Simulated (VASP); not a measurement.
# Se (P3_121) in VASP: single point with PBE

Aim: the single point of Se with PBE.

All numbers are computed with VASP 6.6.1; they aren't measurements. Logs are shortened: lines on timing, memory, paths and dates and some standing lists are left out, and cuts for length are marked.

### Step 1. The cell of the first run

Symmetry: P3_121, No. 152, trigonal system. The conventional cell has a = 4.295 Å, b = 4.295 Å, c = 5.380 Å, α = 90.00°, β = 90.00°, γ = 120.00°. Se (site symmetry 2) has 6 Se at 2.80 to 3.21 Å within 3.7 Å.

### Step 2. Single point, PBE (Te replaced by Se, lengths x 0.922, strained)

File INCAR:

```
ALGO = Normal ; EDIFF = 1E-7
ENCUT = 520 ; GGA = PE
ISIF = 2 ; ISMEAR = 0
LASPH = T ; LCHARG = T
LELF = T ; LREAL = F
LVHAR = T ; LWAVE = F
NBANDS = 16 ; NELM = 80
PREC = Accurate ; SIGMA = 0.1
```

File KPOINTS:

```
k-points
0
Gamma
  12 12 8
```

File POSCAR:

```
Se
1.0
    4.2945978848      0.0000000000      0.0000000000
   -2.1472989424      3.7192308673      0.0000000000
    0.0000000000      0.0000000000      5.3801493652
Se
3
Direct
    0.7113526204      0.0000000000      0.3333333333
    0.0000000000      0.7113526204      0.6666666667
    0.2886473796      0.2886473796      0.0000000000
```

Potentials or basis: VASP PAW PBE potentials, release 64 (Se).

The run is started by

```bash
cat potpaw_PBE.64/Se/POTCAR > POTCAR
mpirun -np 1 vasp_std > vasp.out
```

OUTCAR:

```text
EDIFF = 1E-7
   ENCUT = 520
   GGA = PE
   ISIF = 2
   ISMEAR = 0
   LASPH = T
   LREAL = F
   NELM = 80
   PREC = Accurate

 ion  position               nearest neighbor table
   1  0.711  0.000  0.333-
   2  0.000  0.711  0.667-
   3  0.289  0.289  0.000-

  LATTYP: Found a hexagonal cell.
 ALAT       =     4.2945978848
 C/A-ratio  =     1.2527713908

  Lattice vectors:

 A1 = (   4.2945978848,   0.0000000000,   0.0000000000)
 A2 = (  -2.1472989424,   3.7192308673,   0.0000000000)
 A3 = (   0.0000000000,   0.0000000000,   5.3801493652)

Analysis of symmetry for initial positions (statically):
=====================================================================
 Subroutine PRICEL returns:
 Original cell was already a primitive cell.

 Routine SETGRP: Setting up the symmetry group for a
 hexagonal supercell.

 Subroutine GETGRP returns: Found  6 space group operations
 (whereof  2 operations were pure point group operations)
 out of a pool of 24 trial point group operations.

The static configuration has the point symmetry C_2 .
 The point group associated with its full space group is D_3 .

Analysis of symmetry for dynamics (positions and initial velocities):
=====================================================================
 Subroutine PRICEL returns:
 Original cell was already a primitive cell.

 Routine SETGRP: Setting up the symmetry group for a
 hexagonal supercell.

 Subroutine GETGRP returns: Found  6 space group operations
 (whereof  2 operations were pure point group operations)
 out of a pool of 24 trial point group operations.

The dynamic configuration has the point symmetry C_2 .
 The point group associated with its full space group is D_3 .

 Subroutine INISYM returns: Found  6 space group operations
 (whereof  2 operations are pure point group operations),
 and found     1 'primitive' translations

----------------------------------------------------------------------------------------

                                     Primitive cell

  volume of cell :      85.9350

  direct lattice vectors                    reciprocal lattice vectors
     4.294597885  0.000000000  0.000000000     0.232850671  0.134436398  0.000000000
    -2.147298942  3.719230867  0.000000000     0.000000000  0.268872795  0.000000000
     0.000000000  0.000000000  5.380149365     0.000000000  0.000000000  0.185868446

  length of vectors
     4.294597885  4.294597885  5.380149365     0.268872795  0.268872795  0.185868446

  position of ions in fractional coordinates (direct lattice)
     0.711352620  0.000000000  0.333333333
     0.000000000  0.711352620  0.666666667
     0.288647380  0.288647380  0.000000000

  ion indices of the primitive-cell ions
   primitive index   ion index
                 1           1
                 2           2
                 3           3

----------------------------------------------------------------------------------------

 KPOINTS: k-points

Automatic generation of k-mesh.
 Grid dimensions read from file:
 generate k-points for:   12   12    8

 Generating k-lattice:

  Cartesian coordinates                     Fractional coordinates (reciprocal lattice)
     0.019404223  0.011203033  0.000000000     0.083333333  0.000000000  0.000000000
     0.000000000  0.022406066  0.000000000     0.000000000  0.083333333  0.000000000
     0.000000000  0.000000000  0.023233556     0.000000000  0.000000000  0.125000000

  Length of vectors
     0.022406066  0.022406066  0.023233556

  Shift w.r.t. Gamma in fractional coordinates (k-lattice)
     0.000000000  0.000000000  0.000000000

 Subroutine IBZKPT returns following result:
 ===========================================

 Found    131 irreducible k-points:

 Following reciprocal coordinates:
            Coordinates               Weight
  0.000000  0.000000  0.000000      1.000000
  0.083333 -0.000000  0.000000      6.000000
  0.166667 -0.000000  0.000000      6.000000
  0.250000 -0.000000  0.000000      6.000000
  0.333333 -0.000000  0.000000      6.000000
  0.416667 -0.000000  0.000000      6.000000
[... 16 lines left out ...]
  0.166667 -0.000000  0.125000      6.000000
  0.000000  0.166667  0.125000      6.000000
 [... further k-points ...]
   k-points           NKPTS =    131   k-points in BZ     NKDIM =    131   number of bands    NBANDS=     16
   number of dos      NEDOS =    301   number of ions     NIONS =      3
   total plane-waves  NPLWV =  40960
   dimension x,y,z NGX =    32 NGY =   32 NGZ =   40
   dimension x,y,z NGXF=    64 NGYF=   64 NGZF=   80
   ions per type =               3
   NGX,Y,Z   is equivalent  to a cutoff of  12.39, 12.39, 12.36 a.u.
   NGXF,Y,Z  is equivalent  to a cutoff of  24.77, 24.77, 24.72 a.u.
 SYSTEM =  unknown system
   PREC   = accura    normal or accurate (medium, high low for compatibility)
   ISTART =      0    job   : 0-new  1-cont  2-samecut
   ICHARG =      2    charge: 1-file 2-atom 10-const
   ISPIN  =      1    spin polarized calculation?
   LNONCOLLINEAR =      F non collinear calculations
   LSORBIT =      F    spin-orbit coupling
   LASPH  =      T    aspherical Exc in radial PAW
   ENCUT  =  520.0 eV  38.22 Ry    6.18 a.u.   7.99  7.99 10.00*2*pi/ulx,y,z
   NELM   =     80;   NELMIN=  2; NELMDL= -5     # of ELM steps
   EDIFF  = 0.1E-06   stopping-criterion for ELM
   LREAL  =      F    real-space projection
   EDIFFG = 0.1E-05   stopping-criterion for IOM
   NSW    =      0    number of steps for IOM
   IBRION =     -1    ionic relax: 0-MD 1-quasi-New 2-CG
   NFREE  =      0    steps in history (QN), initial steepest desc. (CG)
   ISIF   =      2    stress and relaxation
   ISYM   =      2    0-nonsym 1-usesym 2-fastsym
   POTIM  = 0.5000    time-step for ionic-motion
   TEBEG  =    0.0;   TEEND  =   0.0 temperature during run
   PSTRESS=    0.0 pullay stress
   NELECT =      18.0000    total number of electrons
   NUPDOWN=      -1.0000    fix difference up-down
   EMIN   =  10.00;   EMAX   =-10.00  energy-range for DOS
   EFERMI =   0.00;   METHOD = LEGACY
   ISMEAR =     0;   SIGMA  =   0.10  broadening in eV -4-tet -1-fermi 0-gaus
   EFERMI_NEDOS =   21; number of points for ismear=-14 and -15
   IALGO  =     38    algorithm
   IMIX   =      4    mixing-type and parameters
     AMIX     =   0.40;   BMIX     =  1.00
     AMIX_MAG =   1.60;   BMIX_MAG =  1.00
  volume/ion in A,a.u.               =      28.64       193.31
  Fermi-wavevector in a.u.,A,eV,Ry     =   0.972245  1.837276 12.861045  0.945260
  Thomas-Fermi vector in A             =   2.102528
   LORBIT       =      0    0 simple, 1 ext, 2 COOP (PROOUT), +10 PAW based schemes
   GGA     = PE    functional components
   LHFCALC =     F    Hartree Fock is set to
   AEXX    =    0.0000 exact exchange contribution
   IVDW    =     0    specifies the selected vdW correction
   LEPSILON=     F    determine dielectric tensor
   LRPA    =     F    only Hartree local field effects (RPA)
 non-spin polarized calculation
 Gauss-broadening in eV      SIGMA  =   0.10
  energy-cutoff  :      520.00
  volume of cell :       85.93
 maximum number of plane-waves:      2346
   NGX = 15   NGY = 15   NGZ = 21

 number of electron      17.9999999 magnetization

 Free energy of the ion-electron system (eV)
  ---------------------------------------------------
  ext. energy  EPLUGINS =         0.00000000
  ---------------------------------------------------
  free energy    TOTEN  =        -9.67753975 eV

  energy without entropy =       -9.67588046  energy(sigma->0) =       -9.67671010

 E-fermi :   2.2324     XC(G=0):  -8.8383

 val. band max:        2.2293014765   @ k =   0.0833  -0.0000   0.3750
 cond. band min:       2.3302815132   @ k =   0.0833   0.0833   0.5000
 fundamental gap:      0.1009800367
 Fermi energy:         2.2323808268

 k-point     1 :       0.0000    0.0000    0.0000
  band No.  band energies     occupation
      1     -12.2371      2.00000
      2      -9.4365      2.00000
      3      -9.4365      2.00000
      4      -0.6067      2.00000
      5      -0.4549      2.00000
      6      -0.4549      2.00000
[... 8 lines left out ...]
     15       9.1232      0.00000
     16      10.2902      0.00000

 k-point     2 :       0.0833   -0.0000    0.0000
  band No.  band energies     occupation
      1     -12.1930      2.00000
      2      -9.4594      2.00000
      3      -9.4402      2.00000
      4      -0.9622      2.00000
      5      -0.6796      2.00000
      6      -0.5433      2.00000
[... 8 lines left out ...]
     15       9.1905      0.00000
     16      10.2809      0.00000

 k-point     3 :       0.1667   -0.0000    0.0000
  band No.  band energies     occupation
      1     -12.0635      2.00000
      2      -9.5375      2.00000
      3      -9.4482      2.00000
      4      -1.4916      2.00000
      5      -1.0013      2.00000
      6      -0.7838      2.00000
[... 8 lines left out ...]
     15       9.7703      0.00000
     16      10.3727      0.00000

 k-point     4 :       0.2500   -0.0000    0.0000
  band No.  band energies     occupation
      1     -11.8582      2.00000
      2      -9.6871      2.00000
      3      -9.4554      2.00000
      4      -1.8501      2.00000
      5      -1.2948      2.00000
      6      -1.0417      2.00000
[... 8 lines left out ...]
     15      10.5255      0.00000
     16      10.6838      0.00000

 k-point     5 :       0.3333   -0.0000    0.0000
  band No.  band energies     occupation
      1     -11.5979      2.00000
      2      -9.9077      2.00000
      3      -9.4593      2.00000
      4      -1.9765      2.00000
      5      -1.5176      2.00000
      6      -1.2424      2.00000
[... 8 lines left out ...]
     15      11.2356      0.00000
     16      11.3288      0.00000

 k-point     6 :       0.4167   -0.0000    0.0000
  band No.  band energies     occupation
      1     -11.3314      2.00000
      2     -10.1550      2.00000
      3      -9.4606      2.00000
      4      -1.9114      2.00000
      5      -1.6465      2.00000
      6      -1.3290      2.00000
[... 8 lines left out ...]
     15      11.7387      0.00000
     16      12.1361      0.00000

 k-point     7 :       0.5000   -0.0000    0.0000
  band No.  band energies     occupation
      1     -11.1942      2.00000
      2     -10.2872      2.00000
      3      -9.4608      2.00000
      4      -1.8464      2.00000
      5      -1.6742      2.00000
      6      -1.2591      2.00000
[... 8 lines left out ...]
     15      11.6809      0.00000
     16      13.0013      0.00000

 k-point     8 :       0.0833    0.0833    0.0000
  band No.  band energies     occupation
      1     -12.1062      2.00000
      2      -9.5040      2.00000
      3      -9.4522      2.00000
      4      -1.3033      2.00000
      5      -1.1120      2.00000
      6      -0.4989      2.00000
[... 8 lines left out ...]
     15       9.5138      0.00000
     16      10.4905      0.00000

 k-point     9 :       0.1667    0.0833    0.0000
  band No.  band energies     occupation
      1     -11.9385      2.00000
      2      -9.6063      2.00000
      3      -9.4727      2.00000
      4      -1.6957      2.00000
      5      -1.4221      2.00000
      6      -0.6596      2.00000
[... 8 lines left out ...]
     15      10.0507      0.00000
     16      10.8917      0.00000
[... 172 lines left out ...]
 k-point    19 :       0.3333    0.3333    0.0000
  band No.  band energies     occupation
      1     -11.0053      2.00000
      2      -9.9831      2.00000
      3      -9.9831      2.00000
      4      -1.5207      2.00000
      5      -1.5207      2.00000
      6      -0.7158      2.00000
[... 8 lines left out ...]
     15       9.1937      0.00000
     16      12.4085      0.00000

 k-point    20 :       0.0000    0.0000    0.1250
  band No.  band energies     occupation
      1     -12.1839      2.00000
      2      -9.9696      2.00000
      3      -8.9397      2.00000
      4      -0.5933      2.00000
      5      -0.5842      2.00000
      6      -0.3392      2.00000
[... 8 lines left out ...]
     15       9.5432      0.00000
     16       9.9804      0.00000

 k-point    21 :       0.0833   -0.0000    0.1250
  band No.  band energies     occupation
      1     -12.1402      2.00000
      2      -9.9692      2.00000
      3      -8.9683      2.00000
      4      -0.8969      2.00000
      5      -0.7862      2.00000
      6      -0.5137      2.00000
[... 8 lines left out ...]
     15       9.5016      0.00000
     16      10.1967      0.00000

 k-point    22 :       0.0000    0.0833    0.1250
  band No.  band energies     occupation
      1     -12.1406      2.00000
      2      -9.9640      2.00000
      3      -8.9753      2.00000
      4      -0.9490      2.00000
      5      -0.6055      2.00000
      6      -0.4751      2.00000
[... 8 lines left out ...]
     15       9.3588      0.00000
     16       9.8571      0.00000

 k-point    23 :       0.1667   -0.0000    0.1250
  band No.  band energies     occupation
      1     -12.0112      2.00000
      2      -9.9836      2.00000
      3      -9.0412      2.00000
      4      -1.5305      2.00000
      5      -1.0759      2.00000
      6      -0.7720      2.00000
[... 8 lines left out ...]
     15       9.9103      0.00000
     16      10.9199      0.00000

 k-point    24 :       0.0000    0.1667    0.1250
  band No.  band energies     occupation
      1     -12.0146      2.00000
      2      -9.9428      2.00000
      3      -9.0927      2.00000
      4      -1.3401      2.00000
      5      -0.8651      2.00000
      6      -0.7131      2.00000
[... 8 lines left out ...]
     15       9.5820      0.00000
     16       9.9116      0.00000

 [... further k-points ...]

------------------------ aborting loop because EDIFF is reached ----------------------------------------

  FORCE on cell =-STRESS in cart. coord.  units (eV):
  Direction    XX          YY          ZZ          XY          YZ          ZX
  --------------------------------------------------------------------------------------
  -------------------------------------------------------------------------------------
  Total       -4.4320883     -4.4320883     -4.8153904      0.0000000     -0.0000000      0.0000000
  in kB      -82.6321421    -82.6321421    -89.7784520      0.0000000     -0.0000000      0.0000000
  external PRESSURE =     -85.0142454 kB  Pullay stress =       0.0000000 kB

 VOLUME and BASIS-vectors are now :
 -----------------------------------------------------------------------------
  energy-cutoff  :      520.00
  volume of cell :       85.93
      direct lattice vectors                 reciprocal lattice vectors
     4.294597885  0.000000000  0.000000000     0.232850671  0.134436398  0.000000000
    -2.147298942  3.719230867  0.000000000     0.000000000  0.268872795  0.000000000
     0.000000000  0.000000000  5.380149365     0.000000000  0.000000000  0.185868446

 POSITION                                       TOTAL-FORCE (eV/Angst)
 -----------------------------------------------------------------------------------
      3.05497      0.00000      1.79338         1.107129      0.000000      0.000000
     -1.52749      2.64568      3.58677        -0.553564      0.958802     -0.000000
      0.61981      1.07355      0.00000        -0.553564     -0.958802      0.000000
 -----------------------------------------------------------------------------------
    total drift:                                0.000000      0.000000      0.000000

  FREE ENERGIE OF THE ION-ELECTRON SYSTEM (eV)
  ---------------------------------------------------
  free  energy   TOTEN  =        -9.6775397471 eV

  energy  without entropy=       -9.6758804617  energy(sigma->0) =       -9.67671010
```

Wall time 2.8 min (1 thread of Intel Xeon 8259CL, shared host); peak memory 0.29 GiB.

Results:

```
Free energy            : -9.6775 eV
Pressure               : -8.5 GPa
Largest force          : 1.107 eV/Å
Band gap on the k mesh : zero (bands 9 and 10 overlap by 0.06 eV)
```

Forces in eV/Å, atoms in the order of the input:
```
Se   1.107  0.000  0.000
Se  -0.554  0.959  0.000
Se  -0.554 -0.959  0.000
```

Stress tensor (GPa, compression positive):
```
-8.26  0.00  0.00
 0.00 -8.26  0.00
 0.00  0.00 -8.98
```

Caveat: the cell differs from its parent crystal (Te replaced by Se, lengths x 0.922, strained); the cell stands under tension; forces of over 1 eV/Å act on the atoms, so gaps and moduli don't describe the material at rest.
